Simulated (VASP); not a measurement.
A run of VASP 6.6.1 is set up as follows.

The input INCAR:

```
SYSTEM = Al
PREC = Accurate ; ENCUT = 520
EDIFF = 1E-7 ; ISMEAR = 0
SIGMA = 0.15 ; LREAL = .False.
LASPH = .True. ; NELM = 80
ALGO = Normal ; ISIF = 2
LWAVE = .False. ; LCHARG = .False.
GGA = PS ; IVDW = 12
ISYM = 0 ; NBANDS = 14
```

The input KPOINTS:

```
Automatic mesh
0
Gamma
  18 18 6
  0.5 0.5 0.5
```

The input POSCAR:

```
Al
1.0
    2.7086171361      0.0000000000      0.0000000000
   -1.3543085680      2.3457312490      0.0000000000
    0.0000000000      0.0000000000      9.6315716744
Al
4
Direct
    0.0000000000      0.0000000000      0.0000000000
    0.3333333333      0.6666666667      0.2500000000
    0.0000000000      0.0000000000      0.5000000000
    0.6666666667      0.3333333333      0.7500000000
```

Potentials or basis: VASP PAW PBE potentials, release 64 (Al).

Run with:

```bash
$ cat potpaw_PBE.64/Al/POTCAR > POTCAR
$ mpirun -np 1 vasp_std > vasp.out
```

**Question.** Predict the dispersion energy per atom.

**Answer.** -0.343 eV.

**Question.** Predict the band gap on the k mesh.

**Answer.** Zero (band 6 reaches 11.45 eV, above the bottom of band 7 at 7.27 eV).

Stress tensor (GPa, compression positive):
```
 6.05  0.00  0.00
 0.00  6.05  0.00
 0.00  0.00 -3.14
```

Caveat: the PAW data sets were made with another functional, which shifts forces and pressure a little; pairwise dispersion overbinds metals, which lowers pressure and volume.
